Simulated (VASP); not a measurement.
The system is Ni.

```xyz
2
Lattice="0.0000 -1.7711 -1.7711 -3.5421 -1.7711 -1.7711 0.0000 1.7711 -1.7711" Properties=species:S:1:pos:R:3 pbc="T T T"
Ni    0.0000    0.0000    0.0000
Ni   -1.7711    0.0000   -1.7711
```

Base run:

- Program: VASP 6.6.1
- Functional: PBE
- Potentials or basis: VASP PAW PBE potentials, release 64 (Ni)
- Cutoff: 520 eV
- k mesh: 12 × 7 × 10
- Occupations: fermi-dirac, width 0.1 eV
- Spin: collinear spin
- Starting moments: [0.06, 0.06] μB

Its results: pressure -4.3 GPa; net moment 0.00 μB per cell.

Question: The run is repeated on the same cell with these changes: spin from collinear spin to collinear spin, ferromagnetic start; moments at the start from [0.06, 0.06] to [1.3, 1.3]. What comes out?

Answer: Pressure -3.4 GPa; net moment 1.26 μB per cell; site moments Ni +0.65 μB.

Caveats: the cell stands under tension.
